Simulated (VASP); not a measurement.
# Pd (Fm-3m) in VASP: a series of runs

Pd is run at these levels: PBEsol; tasks: relaxation of cell and atoms.

All numbers are computed with VASP 6.6.1; they aren't measurements. Logs are shortened: lines on timing, memory, paths and dates and some standing lists are left out, and cuts for length are marked.

### 1 The cell of the first run

The structure is cubic, space group Fm-3m (No. 225). The conventional cell has a = 3.893 Å, b = 3.893 Å, c = 3.893 Å, α = 90.00°, β = 90.00°, γ = 90.00°. Pd (site symmetry m-3m) has 12 Pd at 2.75 Å within 3.6 Å.

### 2 Relaxation of cell and atoms, PBEsol, target pressure 5 GPa, at which the enthalpy is minimised

File INCAR:

```
PREC = Accurate
ENCUT = 600
EDIFF = 1E-6
ISMEAR = -1
SIGMA = 0.05
LREAL = False
LASPH = True
NELM = 100
ALGO = Normal
ISIF = 3
LWAVE = False
LCHARG = False
GGA = PS
IBRION = 2
NSW = 80
EDIFFG = -0.005
PSTRESS = 50.0
```

File KPOINTS:

```
regular mesh
0
Gamma
  12 12 12
```

File POSCAR:

```
Pd
1.0
    0.0000000000      1.9465000000      1.9465000000
    1.9465000000      0.0000000000      1.9465000000
    1.9465000000      1.9465000000      0.0000000000
Pd
1
Direct
    0.0000000000      0.0000000000      0.0000000000
```

Potentials or basis: VASP PAW PBE potentials, release 64 (Pd).

On the command line:

```sh
$ cat potpaw_PBE.64/Pd/POTCAR > POTCAR
$ mpirun -np 1 vasp_std > vasp.out
```

OUTCAR:

```text
PREC = Accurate
   ENCUT = 600
   EDIFF = 1E-6
   ISMEAR = -1
   LREAL = False
   LASPH = True
   NELM = 100
   ISIF = 3
   GGA = PS
   IBRION = 2
   NSW = 80
   EDIFFG = -0.005
   PSTRESS = 50.0

 ion  position               nearest neighbor table
   1  0.000  0.000  0.000-

  LATTYP: Found a face centered cubic cell.
 ALAT       =     3.8930000000

  Lattice vectors:

 A1 = (   0.0000000000,   1.9465000000,   1.9465000000)
 A2 = (   1.9465000000,   0.0000000000,   1.9465000000)
 A3 = (   1.9465000000,   1.9465000000,   0.0000000000)

Analysis of symmetry for initial positions (statically):
=====================================================================
 Subroutine PRICEL returns:
 Original cell was already a primitive cell.

 Routine SETGRP: Setting up the symmetry group for a
 face centered cubic supercell.

 Subroutine GETGRP returns: Found 48 space group operations
 (whereof 48 operations were pure point group operations)
 out of a pool of 48 trial point group operations.

The static configuration has the point symmetry O_h .

Analysis of symmetry for dynamics (positions and initial velocities):
=====================================================================
 Subroutine PRICEL returns:
 Original cell was already a primitive cell.

 Routine SETGRP: Setting up the symmetry group for a
 face centered cubic supercell.

 Subroutine GETGRP returns: Found 48 space group operations
 (whereof 48 operations were pure point group operations)
 out of a pool of 48 trial point group operations.

The dynamic configuration has the point symmetry O_h .

 Subroutine INISYM returns: Found 48 space group operations
 (whereof 48 operations are pure point group operations),
 and found     1 'primitive' translations

----------------------------------------------------------------------------------------

                                     Primitive cell

  volume of cell :      14.7500

  direct lattice vectors                    reciprocal lattice vectors
     0.000000000  1.946500000  1.946500000    -0.256871307  0.256871307  0.256871307
     1.946500000  0.000000000  1.946500000     0.256871307 -0.256871307  0.256871307
     1.946500000  1.946500000  0.000000000     0.256871307  0.256871307 -0.256871307

  length of vectors
     2.752766699  2.752766699  2.752766699     0.444914156  0.444914156  0.444914156

  position of ions in fractional coordinates (direct lattice)
     0.000000000  0.000000000  0.000000000

  ion indices of the primitive-cell ions
   primitive index   ion index
                 1           1

----------------------------------------------------------------------------------------

 KPOINTS: regular mesh

Automatic generation of k-mesh.
 Grid dimensions read from file:
 generate k-points for:   12   12   12

 Generating k-lattice:

  Cartesian coordinates                     Fractional coordinates (reciprocal lattice)
    -0.021405942  0.021405942  0.021405942     0.083333333  0.000000000  0.000000000
     0.021405942 -0.021405942  0.021405942     0.000000000  0.083333333  0.000000000
     0.021405942  0.021405942 -0.021405942     0.000000000  0.000000000  0.083333333

  Length of vectors
     0.037076180  0.037076180  0.037076180

  Shift w.r.t. Gamma in fractional coordinates (k-lattice)
     0.000000000  0.000000000  0.000000000

 Subroutine IBZKPT returns following result:
 ===========================================

 Found     72 irreducible k-points:

 Following reciprocal coordinates:
            Coordinates               Weight
  0.000000  0.000000  0.000000      1.000000
  0.083333  0.000000  0.000000      8.000000
  0.166667  0.000000  0.000000      8.000000
  0.250000  0.000000  0.000000      8.000000
  0.333333  0.000000  0.000000      8.000000
  0.416667  0.000000  0.000000      8.000000
[... 16 lines left out ...]
  0.500000  0.166667  0.000000     24.000000
 -0.416667  0.166667  0.000000     24.000000
 [... further k-points ...]
   k-points           NKPTS =     72   k-points in BZ     NKDIM =     72   number of bands    NBANDS=      9
   number of dos      NEDOS =    301   number of ions     NIONS =      1
   total plane-waves  NPLWV =  13824
   dimension x,y,z NGX =    24 NGY =   24 NGZ =   24
   dimension x,y,z NGXF=    48 NGYF=   48 NGZF=   48
   ions per type =               1
   NGX,Y,Z   is equivalent  to a cutoff of  14.49, 14.49, 14.49 a.u.
   NGXF,Y,Z  is equivalent  to a cutoff of  28.99, 28.99, 28.99 a.u.
 SYSTEM =  unknown system
   PREC   = accura    normal or accurate (medium, high low for compatibility)
   ISTART =      0    job   : 0-new  1-cont  2-samecut
   ICHARG =      2    charge: 1-file 2-atom 10-const
   ISPIN  =      1    spin polarized calculation?
   LNONCOLLINEAR =      F non collinear calculations
   LSORBIT =      F    spin-orbit coupling
   LASPH  =      T    aspherical Exc in radial PAW
   ENCUT  =  600.0 eV  44.10 Ry    6.64 a.u.   5.50  5.50  5.50*2*pi/ulx,y,z
   NELM   =    100;   NELMIN=  2; NELMDL= -5     # of ELM steps
   EDIFF  = 0.1E-05   stopping-criterion for ELM
   LREAL  =      F    real-space projection
   EDIFFG = -.5E-02   stopping-criterion for IOM
   NSW    =     80    number of steps for IOM
   IBRION =      2    ionic relax: 0-MD 1-quasi-New 2-CG
   NFREE  =      1    steps in history (QN), initial steepest desc. (CG)
   ISIF   =      3    stress and relaxation
   ISYM   =      2    0-nonsym 1-usesym 2-fastsym
   POTIM  = 0.5000    time-step for ionic-motion
   TEBEG  =    0.0;   TEEND  =   0.0 temperature during run
   PSTRESS=   50.0 pullay stress
   NELECT =      10.0000    total number of electrons
   NUPDOWN=      -1.0000    fix difference up-down
   EMIN   =  10.00;   EMAX   =-10.00  energy-range for DOS
   EFERMI =   0.00;   METHOD = LEGACY
   ISMEAR =    -1;   SIGMA  =   0.05  broadening in eV -4-tet -1-fermi 0-gaus
   EFERMI_NEDOS =   21; number of points for ismear=-14 and -15
   IALGO  =     38    algorithm
   IMIX   =      4    mixing-type and parameters
     AMIX     =   0.40;   BMIX     =  1.00
     AMIX_MAG =   1.60;   BMIX_MAG =  1.00
  volume/ion in A,a.u.               =      14.75        99.54
  Fermi-wavevector in a.u.,A,eV,Ry     =   1.438171  2.717748 28.141404  2.068335
  Thomas-Fermi vector in A             =   2.557167
   LORBIT       =      0    0 simple, 1 ext, 2 COOP (PROOUT), +10 PAW based schemes
   GGA     = PS    functional components
   LHFCALC =     F    Hartree Fock is set to
   AEXX    =    0.0000 exact exchange contribution
   IVDW    =     0    specifies the selected vdW correction
   LEPSILON=     F    determine dielectric tensor
   LRPA    =     F    only Hartree local field effects (RPA)
 conjugate gradient relaxation of ions
 non-spin polarized calculation
  energy-cutoff  :      600.00
  volume of cell :       14.75
 maximum number of plane-waves:       531
 NGX is ok and might be reduce to    24
   NGX = 11   NGY = 11   NGZ = 11

--------------------------------------- Ionic step        1  -------------------------------------------

 number of electron      10.0000000 magnetization

 number of electron       9.9999999 magnetization

 Free energy of the ion-electron system (eV)
  ---------------------------------------------------
  ext. energy  EPLUGINS =         0.00000000
  ---------------------------------------------------
  free energy    TOTEN  =        -5.97336457 eV

  energy without entropy =       -5.95374809  energy(sigma->0) =       -5.96355633

 E-fermi :   9.5878     XC(G=0): -13.3825

 val. band max:        9.5859107813   @ k =   0.5000   0.0000   0.0000
 cond. band min:       9.5879427966   @ k =   0.5000   0.4167   0.0833
 fundamental gap:      0.0020320152
 Fermi energy:         9.5878402702

 k-point     1 :       0.0000    0.0000    0.0000
  band No.  band energies     occupation
      1       2.3805      2.00000
      2       6.7517      2.00000
      3       6.7517      2.00000
      4       6.7517      2.00000
      5       8.3845      2.00000
      6       8.3845      2.00000
      7      26.7476      0.00000
      8      31.5186      0.00000
      9      31.5186      0.00000

 k-point     2 :       0.0833    0.0000    0.0000
  band No.  band energies     occupation
      1       2.6308      2.00000
      2       6.6650      2.00000
      3       6.8369      2.00000
      4       6.8369      2.00000
      5       8.3453      2.00000
      6       8.3453      2.00000
      7      27.0004      0.00000
      8      30.0228      0.00000
      9      31.8051      0.00000
[... 366 lines left out ...]
  FREE ENERGIE OF THE ION-ELECTRON SYSTEM (eV)
  ---------------------------------------------------
  free  energy   TOTEN  =        -5.9713176211 eV

  energy  without entropy=       -5.9528203197  energy(sigma->0) =       -5.96206897

  enthalpy is  TOTEN    =        -5.5284374230 eV   P V=        0.4428801980

--------------------------------------- Ionic step        4  -------------------------------------------

 number of electron      10.0000002 magnetization

 Free energy of the ion-electron system (eV)
  ---------------------------------------------------
  ext. energy  EPLUGINS =         0.00000000
  ---------------------------------------------------
  free energy    TOTEN  =        -5.97097529 eV

  energy without entropy =       -5.95249999  energy(sigma->0) =       -5.96173764

 E-fermi :  10.2705     XC(G=0): -13.6292

 val. band max:       10.2666017237   @ k =   0.4167   0.2500   0.0000
 cond. band min:      10.2713711778   @ k =   0.5000   0.0000   0.0000
 fundamental gap:      0.0047694541
 Fermi energy:        10.2704536117

 k-point     1 :       0.0000    0.0000    0.0000
  band No.  band energies     occupation
      1       2.7495      2.00000
      2       7.2473      2.00000
      3       7.2473      2.00000
      4       7.2473      2.00000
      5       8.9882      2.00000
      6       8.9882      2.00000
      7      27.4396      0.00000
      8      32.4379      0.00000
      9      32.4379      0.00000

 k-point     2 :       0.0833    0.0000    0.0000
  band No.  band energies     occupation
      1       3.0087      2.00000
      2       7.1539      2.00000
      3       7.3377      2.00000
      4       7.3377      2.00000
      5       8.9454      2.00000
      6       8.9454      2.00000
      7      27.7252      0.00000
      8      30.9378      0.00000
      9      32.7536      0.00000
[... 286 lines left out ...]
 POSITION                                       TOTAL-FORCE (eV/Angst)
 -----------------------------------------------------------------------------------
      1.92111      1.92111      0.00000        -0.000000      0.000000      0.000000
 -----------------------------------------------------------------------------------
    total drift:                                0.000000      0.000000     -0.000000

  FREE ENERGIE OF THE ION-ELECTRON SYSTEM (eV)
  ---------------------------------------------------
  free  energy   TOTEN  =        -5.9709752903 eV

  energy  without entropy=       -5.9524999909  energy(sigma->0) =       -5.96173764

  enthalpy is  TOTEN    =        -5.5284446457 eV   P V=        0.4425306446

 reached required accuracy - stopping structural energy minimisation
```

It took 12 s on 1 thread of Intel Xeon 6975P-C (Granite Rapids), shared host; peak memory 0.15 GiB.

What came out:

* Free energy: -5.9710 eV
* Relaxed volume: 14.18 Å³/atom
* Relaxed cell: a = 2.717 Å, b = 2.717 Å, c = 2.717 Å, α = 60.00°, β = 60.00°, γ = 60.00°
* Space group after relaxing (to 0.05 Å): Fm-3m (No. 225)
* Energy change on relaxing (the enthalpy is what falls): +2.4 meV/atom
* Ionic steps: 4
* Pressure after relaxing: 5.0 GPa
* Band gap on the k mesh: zero (band 5 reaches 10.61 eV, above the bottom of band 6 at 8.91 eV)

The path:
| step | energy change (eV) | largest force (eV/Å) | pressure (GPa) | volume (Å³) |
| --- | --- | --- | --- | --- |
| 1 | 0.0000 | 0.0000 | -3.26 | 14.75 |
| 2 | 0.0926 | 0.0000 | 25.60 | 13.19 |
| 3 | 0.0020 | 0.0000 | 4.79 | 14.19 |
| 4 | 0.0024 | 0.0000 | 5.00 | 14.18 |

Final structure:
```
CELL_PARAMETERS angstrom
0.00000 1.92111 1.92111
1.92111 0.00000 1.92111
1.92111 1.92111 0.00000
ATOMIC_POSITIONS crystal
Pd 0.00000 0.00000 0.00000
```

Levels at points of the mesh, in eV from the Fermi level:
| k point | band 3 | band 4 | band 5 | band 6 | band 7 | band 8 |
| --- | --- | --- | --- | --- | --- | --- |
| (0.00, 0.00, 0.00) | -3.02 | -3.02 | -1.28 | -1.28 | 17.17 | 22.17 |
| (0.50, 0.00, 0.00) | -3.07 | 0.00 | 0.00 | 0.86 | 7.61 | 16.54 |
| (0.50, 0.50, 0.00) | -0.02 | 0.33 | 0.33 | 3.28 | 11.16 | 13.36 |

Caveat: the cell is relaxed towards a set pressure, so the enthalpy falls and the energy may rise; the PAW data sets were made with another functional, which shifts forces and pressure a little.

[end of part 1 of 2]
